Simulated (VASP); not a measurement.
# TiAl (P4/mmm) in VASP: notebook, part 2 of 2

VASP 6.6.1. Earlier steps stand in the parts before.

## Step 4: Single point, r2SCAN

This run uses another cell than the first one, of 16.05 Å³/atom, 0.983 times its volume.

POSCAR reads:

```
TiAl
1.0
    2.8098424331      0.0000000000      0.0000000000
    0.0000000000      2.8098424331      0.0000000000
    0.0000000000      0.0000000000      4.0657672969
Ti Al
1 1
Direct
    0.5000000000      0.5000000000      0.5000000000
    0.0000000000      0.0000000000      0.0000000000
```

INCAR.step1 reads:

```
  PREC = Accurate
  ENCUT = 520
  ISMEAR = 0
  SIGMA = 0.1
  LREAL = F
  LASPH = T
  NELM = 80
  NBANDS = 14
  GGA = PE
  ALGO = Normal
  EDIFF = 1E-4
  LWAVE = T
  LCHARG = F
```

INCAR.step2 reads:

```
  PREC = Accurate
  ENCUT = 520
  EDIFF = 1E-7
  ISMEAR = 0
  SIGMA = 0.1
  LREAL = F
  LASPH = T
  NELM = 80
  ALGO = Normal
  ISIF = 2
  LWAVE = F
  LCHARG = F
  METAGGA = R2SCAN
  LMIXTAU = T
  NBANDS = 14
  ISTART = 1
```

KPOINTS reads:

```
Automatic mesh
0
Gamma
  14 14 10
```

Potentials or basis: VASP PAW PBE potentials, release 64 (Ti_sv, Al).

Launch:

```
$ cat potpaw_PBE.64/Ti_sv/POTCAR potpaw_PBE.64/Al/POTCAR > POTCAR
$ cp INCAR.step1 INCAR
$ mpirun -np 1 vasp_std > vasp.out
$ cp INCAR.step2 INCAR
$ mpirun -np 1 vasp_std > vasp.out
```

OUTCAR:

```text
PREC = Accurate
   ENCUT = 520
   EDIFF = 1E-7
   ISMEAR = 0
   LREAL = F
   LASPH = T
   NELM = 80
   ISIF = 2
   METAGGA = R2SCAN
   ISTART = 1

 ion  position               nearest neighbor table
   1  0.500  0.500  0.500-   2 2.84   2 2.84   2 2.84   2 2.84   2 2.84   2 2.84   2 2.84   2 2.84

   2  0.000  0.000  0.000-   1 2.84   1 2.84   1 2.84   1 2.84   1 2.84   1 2.84   1 2.84   1 2.84

  LATTYP: Found a simple tetragonal cell.
 ALAT       =     2.8098424331
 C/A-ratio  =     1.4469734135

  Lattice vectors:

 A1 = (   2.8098424331,   0.0000000000,   0.0000000000)
 A2 = (   0.0000000000,   2.8098424331,   0.0000000000)
 A3 = (   0.0000000000,   0.0000000000,   4.0657672969)

Analysis of symmetry for initial positions (statically):
=====================================================================
 Subroutine PRICEL returns:
 Original cell was already a primitive cell.

 Routine SETGRP: Setting up the symmetry group for a
 simple tetragonal supercell.

 Subroutine GETGRP returns: Found 16 space group operations
 (whereof 16 operations were pure point group operations)
 out of a pool of 16 trial point group operations.

The static configuration has the point symmetry D_4h.

Analysis of symmetry for dynamics (positions and initial velocities):
=====================================================================
 Subroutine PRICEL returns:
 Original cell was already a primitive cell.

 Routine SETGRP: Setting up the symmetry group for a
 simple tetragonal supercell.

 Subroutine GETGRP returns: Found 16 space group operations
 (whereof 16 operations were pure point group operations)
 out of a pool of 16 trial point group operations.

The dynamic configuration has the point symmetry D_4h.

 Subroutine INISYM returns: Found 16 space group operations
 (whereof 16 operations are pure point group operations),
 and found     1 'primitive' translations

----------------------------------------------------------------------------------------

                                     Primitive cell
[... 122 lines left out ...]
 non-spin polarized calculation
 Gauss-broadening in eV      SIGMA  =   0.10
  energy-cutoff  :      520.00
  volume of cell :       32.10
 maximum number of plane-waves:       892
 NGX is ok and might be reduce to    24
   NGX = 11   NGY = 11   NGZ = 15

 number of electron      14.9999999 magnetization

 Free energy of the ion-electron system (eV)
  ---------------------------------------------------
  ext. energy  EPLUGINS =         0.00000000
  ---------------------------------------------------
  free energy    TOTEN  =       -20.59490402 eV

  energy without entropy =      -20.58701774  energy(sigma->0) =      -20.59096088

 E-fermi :   8.4555     XC(G=0): -11.8960

 val. band max:        8.4539100158   @ k =   0.4286   0.3571   0.2000
 cond. band min:       8.4665437900   @ k =   0.2143   0.0714   0.3000
 fundamental gap:      0.0126337742
 Fermi energy:         8.4555050722

 k-point     1 :       0.0000    0.0000    0.0000
  band No.  band energies     occupation
      1     -50.4981      2.00000
      2     -25.8718      2.00000
      3     -25.3797      2.00000
      4     -25.3797      2.00000
      5      -1.1969      2.00000
      6       6.4470      2.00000
      7       7.4724      2.00000
      8       7.9078      2.00000
      9      10.8403      0.00000
     10      10.8403      0.00000
     11      12.1891      0.00000
     12      15.0279      0.00000
     13      17.4561      0.00000
     14      17.4561      0.00000
[... 377 lines left out ...]
      1     -50.4207      2.00000
      2     -25.7961      2.00000
      3     -25.7813      2.00000
      4     -25.5407      2.00000
      5       2.1902      2.00000
      6       6.5707      2.00000
      7       7.2878      2.00000
      8       8.4120      1.46206
      9       9.5206      0.00000
     10      10.0143      0.00000
     11      12.2513      0.00000
     12      14.6362      0.00000
     13      15.5053      0.00000
     14      15.8145      0.00000

 [... further k-points ...]

------------------------ aborting loop because EDIFF is reached ----------------------------------------

  FORCE on cell =-STRESS in cart. coord.  units (eV):
  Direction    XX          YY          ZZ          XY          YZ          ZX
  --------------------------------------------------------------------------------------
  -------------------------------------------------------------------------------------
  Total        0.0324002      0.0324002      0.0298397      0.0000000      0.0000000      0.0000000
  in kB        1.6171554      1.6171554      1.4893566      0.0000000      0.0000000      0.0000000
  external PRESSURE =       1.5745558 kB  Pullay stress =       0.0000000 kB

 VOLUME and BASIS-vectors are now :
 -----------------------------------------------------------------------------
  energy-cutoff  :      520.00
  volume of cell :       32.10
      direct lattice vectors                 reciprocal lattice vectors
     2.809842433  0.000000000  0.000000000     0.355891842  0.000000000  0.000000000
     0.000000000  2.809842433  0.000000000     0.000000000  0.355891842  0.000000000
     0.000000000  0.000000000  4.065767297     0.000000000  0.000000000  0.245956034

 POSITION                                       TOTAL-FORCE (eV/Angst)
 -----------------------------------------------------------------------------------
      1.40492      1.40492      2.03288         0.000000      0.000000      0.000000
      0.00000      0.00000      0.00000         0.000000      0.000000      0.000000
 -----------------------------------------------------------------------------------
    total drift:                                0.000000      0.000000     -0.000000

  FREE ENERGIE OF THE ION-ELECTRON SYSTEM (eV)
  ---------------------------------------------------
  free  energy   TOTEN  =       -20.5949040178 eV

  energy  without entropy=      -20.5870177439  energy(sigma->0) =      -20.59096088
```

OSZICAR.step1:

```text
N       E                     dE             d eps       ncg     rms          rms(c)
DAV:   1     0.113334938543E+03    0.11333E+03   -0.72061E+03  6088   0.108E+03
DAV:   2    -0.380054929645E+01   -0.11714E+03   -0.11273E+03  6300   0.313E+02
DAV:   3    -0.133798694074E+02   -0.95793E+01   -0.93701E+01 10520   0.767E+01
DAV:   4    -0.139605930854E+02   -0.58072E+00   -0.57905E+00  7156   0.151E+01
DAV:   5    -0.139797889737E+02   -0.19196E-01   -0.19189E-01  8610   0.267E+00    0.975E+00
DAV:   6    -0.125815067944E+02    0.13983E+01   -0.57700E+00  7096   0.304E+01    0.352E+00
DAV:   7    -0.124103926503E+02    0.17111E+00   -0.62081E-01  6658   0.974E+00    0.201E+00
DAV:   8    -0.123998174108E+02    0.10575E-01   -0.13110E-01  7416   0.421E+00    0.761E-01
DAV:   9    -0.123953075500E+02    0.45099E-02   -0.38728E-02  6662   0.287E+00    0.382E-01
DAV:  10    -0.123942194034E+02    0.10881E-02   -0.28362E-03  7174   0.689E-01    0.113E-01
DAV:  11    -0.123940731762E+02    0.14623E-03   -0.12071E-03  7466   0.405E-01    0.653E-02
DAV:  12    -0.123940638144E+02    0.93617E-05   -0.57258E-05  3938   0.953E-02
   1 F= -.12394064E+02 E0= -.12389863E+02  d E =-.840130E-02
```

It took 9 min on 1 thread of AMD EPYC 7R43 (Zen 3), shared host; peak memory 0.19 GiB.

What came out:

- Free energy: -20.5949 eV
- Pressure: 0.2 GPa

Caveat: the PAW data sets were made with another functional, which shifts forces and pressure a little.

## Step 5: The runs side by side

```tsv
cell	k mesh	gap on the mesh (eV)	pressure (GPa)
a = 2.826, b = 2.826, c = 4.090 Å, 2 atoms	14 × 14 × 10	none	-1.9
a = 2.613, b = 2.613, c = 3.776 Å, 2 atoms	16 × 16 × 12	none	40.3
a = 2.810, b = 2.810, c = 4.066 Å, 2 atoms	14 × 14 × 10	none	0.2
```

Alike in all rows: task single point; level r2SCAN; potentials or basis VASP PAW PBE potentials, release 64 (Ti_sv, Al); no spin polarisation; cutoff (eV) 520; smearing gaussian 0.1 eV.

Caveats: the PAW data sets were made with another functional, which shifts forces and pressure a little.

Total energies depend on the potentials used, so only differences within one code and one set of settings carry meaning.
